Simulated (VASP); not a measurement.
# IrRh2 (P-3m1) in VASP: relaxation of cell and atoms with PBE

Aim: the relaxation of cell and atoms of IrRh2 with PBE.

All numbers are computed with VASP 6.6.1; they aren't measurements. Logs are shortened: lines on timing, memory, paths and dates and some standing lists are left out, and cuts for length are marked.

**1. The cell of the first run**

The structure is trigonal, space group P-3m1 (No. 164). Conventional cell: a = 2.726 Å, b = 2.726 Å, c = 6.625 Å, α = 90.00°, β = 90.00°, γ = 120.00°. Within 3.6 Å of Ir (site symmetry -3m) lie 6 Rh at 2.70 Å and 6 Ir at 2.73 Å. Within 3.6 Å of Rh (site symmetry 3m) lie 3 Ir at 2.70 Å and 9 Rh at 2.73 Å.

**2. Relaxation of cell and atoms, PBE**

INCAR

```
SYSTEM = IrRh2
  PREC = Accurate
  ENCUT = 600
  EDIFF = 1E-6
  ISMEAR = 0
  SIGMA = 0.1
  LREAL = .False.
  LASPH = .True.
  NELM = 80
  ALGO = Fast
  ISIF = 3
  LWAVE = .False.
  LCHARG = .False.
  GGA = PE
  IBRION = 2
  NSW = 100
  EDIFFG = -0.01
```

KPOINTS

```
Automatic mesh
0
Gamma
  18 18 8
  0 0 0
```

POSCAR

```
IrRh2
1.0
    2.7264573716      0.0000000000      0.0000000000
   -1.3632286858      2.3611813461      0.0000000000
    0.0000000000      0.0000000000      6.6247630190
Ir Rh
1 2
Direct
    0.0000000000      0.0000000000      0.5000000000
    0.6666666667      0.3333333333      0.8316315648
    0.3333333333      0.6666666667      0.1683684352
```

Potentials or basis: VASP PAW PBE potentials, release 64 (Ir, Rh_pv).

Run with:

```
cat potpaw_PBE.64/Ir/POTCAR potpaw_PBE.64/Rh_pv/POTCAR > POTCAR
mpirun -np 1 vasp_std > vasp.out
```

OUTCAR:

```text
SYSTEM = IrRh2
   PREC = Accurate
   ENCUT = 600
   EDIFF = 1E-6
   ISMEAR = 0
   LREAL = .False.
   LASPH = .True.
   NELM = 80
   ISIF = 3
   GGA = PE
   IBRION = 2
   NSW = 100
   EDIFFG = -0.01

 ion  position               nearest neighbor table
   1  0.000  0.000  0.500-   2 2.70   3 2.70   3 2.70   2 2.70   2 2.70   3 2.70
   2  0.667  0.333  0.832-   1 2.70   1 2.70   1 2.70   3 2.73   3 2.73   3 2.73
   3  0.333  0.667  0.168-   1 2.70   1 2.70   1 2.70   2 2.73   2 2.73   2 2.73

  LATTYP: Found a hexagonal cell.
 ALAT       =     2.7264573716
 C/A-ratio  =     2.4298061976

  Lattice vectors:

 A1 = (   2.7264573716,   0.0000000000,   0.0000000000)
 A2 = (  -1.3632286858,   2.3611813461,   0.0000000000)
 A3 = (   0.0000000000,   0.0000000000,   6.6247630190)

Analysis of symmetry for initial positions (statically):
=====================================================================
 Subroutine PRICEL returns:
 Original cell was already a primitive cell.

 Routine SETGRP: Setting up the symmetry group for a
 hexagonal supercell.

 Subroutine GETGRP returns: Found 12 space group operations
 (whereof 12 operations were pure point group operations)
 out of a pool of 24 trial point group operations.

The static configuration has the point symmetry D_3d.

Analysis of symmetry for dynamics (positions and initial velocities):
=====================================================================
 Subroutine PRICEL returns:
 Original cell was already a primitive cell.

 Routine SETGRP: Setting up the symmetry group for a
 hexagonal supercell.

 Subroutine GETGRP returns: Found 12 space group operations
 (whereof 12 operations were pure point group operations)
 out of a pool of 24 trial point group operations.

The dynamic configuration has the point symmetry D_3d.

 Subroutine INISYM returns: Found 12 space group operations
 (whereof 12 operations are pure point group operations),
 and found     1 'primitive' translations

----------------------------------------------------------------------------------------

                                     Primitive cell

  volume of cell :      42.6480

  direct lattice vectors                    reciprocal lattice vectors
[... 94 lines left out ...]
   NFREE  =      1    steps in history (QN), initial steepest desc. (CG)
   ISIF   =      3    stress and relaxation
   ISYM   =      2    0-nonsym 1-usesym 2-fastsym
   POTIM  = 0.5000    time-step for ionic-motion
   TEBEG  =    0.0;   TEEND  =   0.0 temperature during run
   PSTRESS=    0.0 pullay stress
   NELECT =      39.0000    total number of electrons
   NUPDOWN=      -1.0000    fix difference up-down
   EMIN   =  10.00;   EMAX   =-10.00  energy-range for DOS
   EFERMI =   0.00;   METHOD = LEGACY
   ISMEAR =     0;   SIGMA  =   0.10  broadening in eV -4-tet -1-fermi 0-gaus
   EFERMI_NEDOS =   21; number of points for ismear=-14 and -15
   IALGO  =     68    algorithm
   IMIX   =      4    mixing-type and parameters
     AMIX     =   0.40;   BMIX     =  1.00
     AMIX_MAG =   1.60;   BMIX_MAG =  1.00
  volume/ion in A,a.u.               =      14.22        95.93
  Fermi-wavevector in a.u.,A,eV,Ry     =   1.589023  3.002818 34.354638  2.524995
  Thomas-Fermi vector in A             =   2.687937
   LORBIT       =      0    0 simple, 1 ext, 2 COOP (PROOUT), +10 PAW based schemes
   GGA     = PE    functional components
   LHFCALC =     F    Hartree Fock is set to
   AEXX    =    0.0000 exact exchange contribution
   IVDW    =     0    specifies the selected vdW correction
   LEPSILON=     F    determine dielectric tensor
   LRPA    =     F    only Hartree local field effects (RPA)
 conjugate gradient relaxation of ions
 non-spin polarized calculation
 RMM-DIIS sequential band-by-band and
 Gauss-broadening in eV      SIGMA  =   0.10
  energy-cutoff  :      600.00
  volume of cell :       42.65
 maximum number of plane-waves:      1455
 NGX is ok and might be reduce to    24
   NGX = 11   NGY = 11   NGZ = 27

--------------------------------------- Ionic step        1  -------------------------------------------

 number of electron      39.0000000 magnetization

 Free energy of the ion-electron system (eV)
  ---------------------------------------------------
  ext. energy  EPLUGINS =         0.00000000
  ---------------------------------------------------
  free energy    TOTEN  =       -23.42248001 eV

  energy without entropy =      -23.40473360  energy(sigma->0) =      -23.41360681

------------------------ aborting loop because EDIFF is reached ----------------------------------------

  FORCE on cell =-STRESS in cart. coord.  units (eV):
  Direction    XX          YY          ZZ          XY          YZ          ZX
  --------------------------------------------------------------------------------------
  -------------------------------------------------------------------------------------
  Total       -0.3851296     -0.3851296      0.5522693      0.0000000     -0.0000000      0.0000000
  in kB      -14.4683536    -14.4683536     20.7473712      0.0000000     -0.0000000      0.0000000
  external PRESSURE =      -2.7297787 kB  Pullay stress =       0.0000000 kB
[... 172 lines left out ...]
--------------------------------------- Ionic step        6  -------------------------------------------

 number of electron      38.9999996 magnetization

 Free energy of the ion-electron system (eV)
  ---------------------------------------------------
  ext. energy  EPLUGINS =         0.00000000
  ---------------------------------------------------
  free energy    TOTEN  =       -23.42586600 eV

  energy without entropy =      -23.40805782  energy(sigma->0) =      -23.41696191

 E-fermi :  10.9815     XC(G=0): -13.8788

 val. band max:       10.9775787461   @ k =   0.1667   0.1111   0.2500
 cond. band min:      10.9822393553   @ k =   0.3333  -0.0000   0.1250
 fundamental gap:      0.0046606092
 Fermi energy:        10.9815444923

 k-point     1 :       0.0000    0.0000    0.0000
  band No.  band energies     occupation
      1     -35.9396      2.00000
      2     -35.6171      2.00000
      3     -35.4877      2.00000
      4     -35.4877      2.00000
      5     -35.4438      2.00000
      6     -35.4438      2.00000
[... 613 lines left out ...]
     22      13.7997      0.00000
     23      15.2055      0.00000

 [... further k-points ...]

------------------------ aborting loop because EDIFF is reached ----------------------------------------

  FORCE on cell =-STRESS in cart. coord.  units (eV):
  Direction    XX          YY          ZZ          XY          YZ          ZX
  --------------------------------------------------------------------------------------
  -------------------------------------------------------------------------------------
  Total        0.0066930      0.0066930      0.0207640      0.0000000     -0.0000000      0.0000000
  in kB        0.2518291      0.2518291      0.7812551      0.0000000     -0.0000000      0.0000000
  external PRESSURE =       0.4283044 kB  Pullay stress =       0.0000000 kB
[... 18 lines left out ...]
  FREE ENERGIE OF THE ION-ELECTRON SYSTEM (eV)
  ---------------------------------------------------
  free  energy   TOTEN  =       -23.4258660016 eV

  energy  without entropy=      -23.4080578187  energy(sigma->0) =      -23.41696191

 reached required accuracy - stopping structural energy minimisation
```

CONTCAR:

```text
IrRh2
   1.00000000000000
     2.7176267784699171    0.0000000000000000    0.0000000000000000
    -1.3588133892349585    2.3535338281192622   -0.0000000000000000
     0.0000000000000000    0.0000000000000000    6.6576110760197249
  Ir              Rh
     1     2
Direct
     0.0000000000000000    1.0000000000000000    0.5000000000000000
     0.6666666667000030    0.3333333332999970    0.8326008956190664
     0.3333333332999970    0.6666666667000030    0.1673991043809336

  0.00000000E+00  0.00000000E+00  0.00000000E+00
  0.00000000E+00  0.00000000E+00  0.00000000E+00
  0.00000000E+00  0.00000000E+00  0.00000000E+00
```

It took 8.5 min on 1 thread of Intel Xeon 6975P-C (Granite Rapids), shared host; peak memory 0.45 GiB.

Results:

| Property | Result |
| --- | --- |
| Free energy | -23.4259 eV |
| Relaxed volume | 14.19 Å³/atom |
| Relaxed cell | a = 2.718 Å, b = 2.718 Å, c = 6.658 Å, α = 90.00°, β = 90.00°, γ = 120.00° |
| Space group after relaxing (to 0.1 Å) | P-3m1 (No. 164) |
| Energy gained by relaxing | 1.1 meV/atom |
| Ionic steps | 6 |
| Pressure after relaxing | 0.0 GPa |
| Largest force after relaxing | 0.007 eV/Å |

Forces in eV/Å, atoms in the order of the input:
```
Ir   0.000  0.000  0.000
Rh   0.000  0.000 -0.007
Rh   0.000  0.000  0.007
```

The path:
```
step  energy change (eV)  largest force (eV/Å)  pressure (GPa)  volume (Å³)
   1              0.0000                0.1222           -0.27        42.65
   2             -0.0015                0.0015            0.71        42.50
   3             -0.0032                0.0502            0.24        42.56
   4             -0.0032                0.0023           -0.57        42.68
   5             -0.0033                0.0266           -0.16        42.62
   6             -0.0034                0.0071            0.04        42.58
```

Final structure:
```
Ir Rh
1.0
     2.71763    0.00000    0.00000
    -1.35881    2.35353    0.00000
     0.00000    0.00000    6.65761
Ir Rh
1 2
Cartesian
  -1.3588 2.3535 3.3288
  1.3588 0.7845 5.5431
  0.0000 1.5690 1.1145
```

Caveat: the highest band is partly filled, so the run has too few bands; spin-orbit coupling is left out, which moves the levels of the heavy elements.
